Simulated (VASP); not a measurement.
Mg: single point with r2SCAN

Crystal: Mg.

```xyz
1
Lattice="0.0000 2.2443 2.2443 2.2443 0.0000 2.2443 2.2443 2.2443 0.0000" Properties=species:S:1:pos:R:3 pbc="T T T"
Mg    0.0000    0.0000    0.0000
```

This isn't the form of Mg at room conditions, which is hcp.

```
Program                : VASP 6.6.1
Task                   : single point
Functional             : r2SCAN
Potentials or basis    : VASP PAW PBE potentials, release 64 (Mg_sv)
Cutoff                 : 660 eV
k mesh                 : 10 × 10 × 10
Occupations            : methfessel-paxton, width 0.1 eV
Spin                   : collinear spin
Starting moments       : [2.0] μB
Dipole correction      : no
Further INCAR settings : ALGO = Normal; EDIFF = 1e-06; NBANDS = 15
```

The pressure is -0.3 GPa and the band gap on the k mesh is zero (filled and empty bands overlap). The net moment is 0.00 μB per cell and the valence electrons inside the program's atomic spheres are Mg 8.10.

Levels at points of the mesh, in eV from the Fermi level:
Spin up:
| k point | band 2 | band 3 | band 4 | band 5 | band 6 | band 7 | band 8 | band 9 |
| --- | --- | --- | --- | --- | --- | --- | --- | --- |
| (0.00, 0.00, 0.00) | -44.17 | -44.17 | -44.17 | -7.52 | 13.20 | 13.20 | 13.20 | 15.59 |
| (0.50, 0.00, 0.00) | -44.21 | -44.18 | -44.18 | -2.03 | -1.30 | 12.01 | 12.01 | 13.20 |
| (0.50, 0.50, 0.00) | -44.20 | -44.18 | -44.18 | -0.36 | 0.82 | 6.37 | 7.49 | 7.49 |
Spin down:
| k point | band 2 | band 3 | band 4 | band 5 | band 6 | band 7 | band 8 | band 9 | band 10 |
| --- | --- | --- | --- | --- | --- | --- | --- | --- | --- |
| (0.00, 0.00, 0.00) | -44.17 | -44.17 | -44.17 | -7.52 | 13.20 | 13.20 | 13.20 | 15.59 | 15.61 |
| (0.50, 0.00, 0.00) | -44.21 | -44.18 | -44.18 | -2.03 | -1.30 | 12.01 | 12.01 | 13.20 | 13.20 |
| (0.50, 0.50, 0.00) | -44.20 | -44.18 | -44.18 | -0.36 | 0.82 | 6.37 | 7.49 | 7.49 | 10.95 |

Run time: 3.7 min on 1 thread of Intel(R) Xeon(R) Platinum 8259CL CPU @ 2.50GHz (Skylake/Cascade Lake), on a shared host, peak memory 0.19 GiB.

Caveat: the PAW data sets were made with another functional, which shifts forces and pressure a little.
